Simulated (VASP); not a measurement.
# CuO in VASP: further runs, part 2 of 3

VASP 6.6.1. The steps go on from the part before.

**3. Single point, PBEsol**

This run uses another cell than the first one, of 10.67 Å³/atom.

The input, INCAR:

```
SYSTEM = CuO
PREC     = Accurate       ! precision mode
ENCUT    = 520            ! plane-wave cutoff, eV
EDIFF    = 1E-6           ! SCF threshold, eV
ISMEAR   = -1             ! smearing method
SIGMA    = 0.05           ! smearing width, eV
LREAL    = .FALSE.        ! projectors in reciprocal space
LASPH    = .TRUE.         ! aspherical terms in the spheres
NELM     = 100            ! most SCF steps
ALGO     = Normal         ! electronic algorithm
ISIF     = 2              ! what is computed and relaxed
LWAVE    = .FALSE.        ! write WAVECAR
LCHARG   = .FALSE.        ! write CHGCAR
GGA      = PS             ! functional
NBANDS   = 44             ! bands
```

The input, KPOINTS:

```
regular mesh
0
G
  9 5 5
  0 0 0
```

The input, POSCAR:

```
CuO
1.0
   -2.0451254236      2.0435386223     -0.1597268703
    0.3974874595      0.0001845314     -5.0725757854
   -2.0462507773     -6.1321558713     -0.1596662578
Cu O
4 4
Direct
    0.2499823610      0.0000023230      0.2499897300
    0.7499828233     -0.0000005192      0.7499906200
    1.0000405861      0.4999996980      0.5000024060
    0.5000105141      0.4999995200      1.0000034986
    0.7499796179      0.7497303467      0.2500492686
    0.2499783522      0.7497259328      0.7500464711
    0.7500134988      0.2502732774      0.2499587483
    0.2500122766      0.2502694012      0.7499592873
```

Potentials or basis: VASP PAW PBE potentials, release 64 (Cu, O).

Started as:

```
$ cat potpaw_PBE.64/Cu/POTCAR potpaw_PBE.64/O/POTCAR > POTCAR
$ mpirun -np 1 vasp_std > vasp.out
```

OUTCAR:

```text
SYSTEM = CuO
   PREC = Accurate
   ENCUT = 520
   EDIFF = 1E-6
   ISMEAR = -1
   LREAL = .FALSE.
   LASPH = .TRUE.
   NELM = 100
   ISIF = 2
   GGA = PS

 ion  position               nearest neighbor table
   1  0.250  0.000  0.250-   7 1.93   5 1.93   7 1.93   5 1.93
   2  0.750  1.000  0.750-   8 1.93   6 1.93   8 1.93   6 1.93
   3  0.000  0.500  0.500-   7 1.93   6 1.93   5 1.93   8 1.93
   4  0.500  0.500  0.000-   8 1.93   5 1.93   7 1.93   6 1.93
   5  0.750  0.750  0.250-   4 1.93   3 1.93   1 1.93   1 1.93
   6  0.250  0.750  0.750-   3 1.93   4 1.93   2 1.93   2 1.93
   7  0.750  0.250  0.250-   3 1.93   4 1.93   1 1.93   1 1.93
   8  0.250  0.250  0.750-   4 1.93   3 1.93   2 1.93   2 1.93

  LATTYP: Found a triclinic cell.
 ALAT       =     5.7929407209
 B/A-ratio  =     0.4998378738
 C/A-ratio  =     0.8783320554
 COS(alpha) =     0.0001566541
 COS(beta)  =     0.0002333949
 COS(gamma) =     0.0037645907

  Lattice vectors:

 A1 = (   4.0913762009,   4.0886172490,   0.3193931281)
 A2 = (   2.0451254236,  -2.0435386223,   0.1597268703)
 A3 = (   0.3974874595,   0.0001845314,  -5.0725757854)

Analysis of symmetry for initial positions (statically):
=====================================================================
 Subroutine PRICEL returns:
 Original cell was already a primitive cell.

 Routine SETGRP: Setting up the symmetry group for a
 triclinic supercell.

 Subroutine GETGRP returns: Found  1 space group operations
 (whereof  1 operations were pure point group operations)
 out of a pool of  2 trial point group operations.

The static configuration has the point symmetry C_1 .

Analysis of symmetry for dynamics (positions and initial velocities):
=====================================================================
 Subroutine PRICEL returns:
 Original cell was already a primitive cell.

 Routine SETGRP: Setting up the symmetry group for a
 triclinic supercell.

 Subroutine GETGRP returns: Found  1 space group operations
 (whereof  1 operations were pure point group operations)
 out of a pool of  2 trial point group operations.

The dynamic configuration has the point symmetry C_1 .

 Subroutine INISYM returns: Found  1 space group operations
 (whereof  1 operations are pure point group operations),
 and found     1 'primitive' translations

----------------------------------------------------------------------------------------

                                     Primitive cell

  volume of cell :      85.3458

  direct lattice vectors                    reciprocal lattice vectors
    -2.045125424  2.043538622 -0.159726870    -0.364468575  0.122363724 -0.028555336
     0.397487459  0.000184531 -5.072575785     0.015299576 -0.000003559 -0.195939628
    -2.046250777 -6.132155871 -0.159666258    -0.121458554 -0.122297120 -0.009521951

  length of vectors
     2.895531173  5.088125530  6.466526980     0.385519948  0.196536039  0.172625125

  position of ions in fractional coordinates (direct lattice)
     0.249982361  0.000002323  0.249989730
     0.749982823  0.999999481  0.749990620
     0.000040586  0.499999698  0.500002406
     0.500010514  0.499999520  0.000003499
[... 38 lines left out ...]
 ===========================================

 Found    113 irreducible k-points:

 Following reciprocal coordinates:
            Coordinates               Weight
  0.000000  0.000000  0.000000      1.000000
  0.111111 -0.000000  0.000000      2.000000
  0.222222 -0.000000  0.000000      2.000000
  0.333333 -0.000000  0.000000      2.000000
  0.444444 -0.000000  0.000000      2.000000
  0.000000  0.200000 -0.000000      2.000000
[... 16 lines left out ...]
 -0.111111  0.400000 -0.000000      2.000000
 -0.000000 -0.000000  0.200000      2.000000
 [... further k-points ...]
   k-points           NKPTS =    113   k-points in BZ     NKDIM =    113   number of bands    NBANDS=     44
   number of dos      NEDOS =    301   number of ions     NIONS =      8
   total plane-waves  NPLWV =  46080
   dimension x,y,z NGX =    24 NGY =   40 NGZ =   48
   dimension x,y,z NGXF=    48 NGYF=   80 NGZF=   96
   ions per type =               4   4
   NGX,Y,Z   is equivalent  to a cutoff of  13.78, 13.07, 12.34 a.u.
   NGXF,Y,Z  is equivalent  to a cutoff of  27.56, 26.14, 24.68 a.u.
 SYSTEM =  CuO
   PREC   = accura    normal or accurate (medium, high low for compatibility)
   ISTART =      0    job   : 0-new  1-cont  2-samecut
   ICHARG =      2    charge: 1-file 2-atom 10-const
   ISPIN  =      1    spin polarized calculation?
   LNONCOLLINEAR =      F non collinear calculations
   LSORBIT =      F    spin-orbit coupling
   LASPH  =      T    aspherical Exc in radial PAW
   ENCUT  =  520.0 eV  38.22 Ry    6.18 a.u.   5.38  9.46 12.02*2*pi/ulx,y,z
   NELM   =    100;   NELMIN=  2; NELMDL= -5     # of ELM steps
   EDIFF  = 0.1E-05   stopping-criterion for ELM
   LREAL  =      F    real-space projection
   EDIFFG = 0.1E-04   stopping-criterion for IOM
   NSW    =      0    number of steps for IOM
   IBRION =     -1    ionic relax: 0-MD 1-quasi-New 2-CG
   NFREE  =      0    steps in history (QN), initial steepest desc. (CG)
   ISIF   =      2    stress and relaxation
   ISYM   =      2    0-nonsym 1-usesym 2-fastsym
   POTIM  = 0.5000    time-step for ionic-motion
   TEBEG  =    0.0;   TEEND  =   0.0 temperature during run
   PSTRESS=    0.0 pullay stress
   NELECT =      68.0000    total number of electrons
   NUPDOWN=      -1.0000    fix difference up-down
   EMIN   =  10.00;   EMAX   =-10.00  energy-range for DOS
   EFERMI =   0.00;   METHOD = LEGACY
   ISMEAR =    -1;   SIGMA  =   0.05  broadening in eV -4-tet -1-fermi 0-gaus
   EFERMI_NEDOS =   21; number of points for ismear=-14 and -15
   IALGO  =     38    algorithm
   IMIX   =      4    mixing-type and parameters
     AMIX     =   0.40;   BMIX     =  1.00
     AMIX_MAG =   1.60;   BMIX_MAG =  1.00
  volume/ion in A,a.u.               =      10.67        71.99
  Fermi-wavevector in a.u.,A,eV,Ry     =   1.517692  2.868023 31.339530  2.303390
  Thomas-Fermi vector in A             =   2.626914
   LORBIT       =      0    0 simple, 1 ext, 2 COOP (PROOUT), +10 PAW based schemes
   GGA     = PS    functional components
   LHFCALC =     F    Hartree Fock is set to
   AEXX    =    0.0000 exact exchange contribution
   IVDW    =     0    specifies the selected vdW correction
   LEPSILON=     F    determine dielectric tensor
   LRPA    =     F    only Hartree local field effects (RPA)
 non-spin polarized calculation
  energy-cutoff  :      520.00
  volume of cell :       85.35
 maximum number of plane-waves:      2314
 NGX is ok and might be reduce to    24
   NGX = 11   NGY = 19   NGZ = 23

 number of electron      67.9999960 magnetization

 Free energy of the ion-electron system (eV)
  ---------------------------------------------------
  ext. energy  EPLUGINS =         0.00000000
  ---------------------------------------------------
  free energy    TOTEN  =       -42.97107284 eV

  energy without entropy =      -42.93407046  energy(sigma->0) =      -42.95257165

 E-fermi :   5.1994     XC(G=0): -11.8035

 val. band max:        5.1917346576   @ k =   0.1111  -0.0000   0.4000
 cond. band min:       5.2054598888   @ k =   0.1111  -0.0000   0.4000
 fundamental gap:      0.0137252313
 Fermi energy:         5.1994129865

 k-point     1 :       0.0000    0.0000    0.0000
  band No.  band energies     occupation
      1     -14.8653      2.00000
      2     -14.2028      2.00000
      3     -13.4276      2.00000
      4     -13.2458      2.00000
      5      -3.3355      2.00000
      6      -2.2853      2.00000
[... 1117 lines left out ...]
     43      15.1521      0.00000
     44      17.8408      0.00000

 [... further k-points ...]
[... 5 lines left out ...]
  --------------------------------------------------------------------------------------
  -------------------------------------------------------------------------------------
  Total        0.3185432      0.3409803      0.5645065      0.0086057      0.0009673     -0.0180480
  in kB        5.9799411      6.4011469     10.5973540      0.1615524      0.0181581     -0.3388114
  external PRESSURE =       7.6594807 kB  Pullay stress =       0.0000000 kB

 VOLUME and BASIS-vectors are now :
 -----------------------------------------------------------------------------
  energy-cutoff  :      520.00
  volume of cell :       85.35
      direct lattice vectors                 reciprocal lattice vectors
    -2.045125424  2.043538622 -0.159726870    -0.364468575  0.122363724 -0.028555336
     0.397487459  0.000184531 -5.072575785     0.015299576 -0.000003559 -0.195939628
    -2.046250777 -6.132155871 -0.159666258    -0.121458554 -0.122297120 -0.009521951

 POSITION                                       TOTAL-FORCE (eV/Angst)
 -----------------------------------------------------------------------------------
     -1.02279     -1.02213     -0.07986        -0.000312     -0.000250      0.000124
     -2.67099     -3.06626     -5.31211        -0.000306     -0.000221      0.000195
     -0.82447     -3.06592     -2.61613         0.000337     -0.000514     -0.000058
     -0.82385      1.02186     -2.61615         0.000232     -0.000106     -0.000200
     -1.74746     -0.00059     -3.96278         0.000163      0.000390     -0.000687
     -1.74801     -4.08842     -3.96273        -0.000097      0.000073     -0.000560
     -1.94587     -0.00006     -1.42924         0.000024      0.000351      0.000925
     -1.94643     -4.08791     -1.42919        -0.000041      0.000277      0.000262
 -----------------------------------------------------------------------------------
    total drift:                                0.000042      0.000034      0.000120

  FREE ENERGIE OF THE ION-ELECTRON SYSTEM (eV)
  ---------------------------------------------------
  free  energy   TOTEN  =       -42.9710728353 eV

  energy  without entropy=      -42.9340704572  energy(sigma->0) =      -42.95257165
```

It took 15 min on 1 thread of Intel Xeon 8259CL, shared host; peak memory 0.42 GiB.

Results:

- Free energy: -42.9711 eV
- Pressure: 0.8 GPa
- Band gap on the k mesh: zero (bands 34 and 35 overlap by 0.80 eV)

Caveat: the PAW data sets were made with another functional, which shifts forces and pressure a little; semilocal functionals often make such compounds metallic where correlation or magnetic order opens a gap, which also shifts bond lengths.

(Continued in part 3 of 3.)
